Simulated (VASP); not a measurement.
A run of VASP 6.6.1 is set up as follows.

INCAR

```
SYSTEM = Ti3S2
PREC     = Accurate       ! precision mode
ENCUT    = 520            ! plane-wave cutoff, eV
EDIFF    = 1E-6           ! SCF threshold, eV
ISMEAR   = -1             ! smearing method
SIGMA    = 0.05           ! smearing width, eV
LREAL    = .FALSE.        ! projectors in reciprocal space
LASPH    = .TRUE.         ! aspherical terms in the spheres
NELM     = 100            ! most SCF steps
ALGO     = Normal         ! electronic algorithm
ISIF     = 2              ! what is computed and relaxed
LWAVE    = .FALSE.        ! write WAVECAR
LCHARG   = .FALSE.        ! write CHGCAR
NBANDS   = 32             ! bands
```

The input KPOINTS:

```
Automatic mesh
0
G
  6 6 6
  0 0 0
```

POSCAR

```
Ti3S2
1.0
    2.7131139241      1.5664170544      3.2376184047
   -2.7131139241      1.5664170544      3.2376184047
    0.0000000000     -3.1328341088      3.2376184047
Ti S
3 2
Direct
    0.0000000000      0.3356550000      0.6643450000
    0.6643450000      0.0000000000      0.3356550000
    0.3356550000      0.6643450000      0.0000000000
    0.1678390000      0.1678390000      0.1678390000
    0.8321610000      0.8321610000      0.8321610000
```

Potentials or basis: VASP PAW LDA potentials, release 64 (Ti_sv, S).

Run with:

```sh
$ cat potpaw_LDA.64/Ti_sv/POTCAR potpaw_LDA.64/S/POTCAR > POTCAR
$ mpirun -np 1 vasp_std > vasp.out
```

Problem. Estimate the largest force.

Solution. 0.087 eV/Å.

Problem. Predict the pressure.

Solution. -7.6 GPa.

Stress tensor (GPa, compression positive):
```
-7.15  0.00  0.00
 0.00 -7.15  0.00
 0.00  0.00 -8.36
```

Caveat: the cell stands under tension.
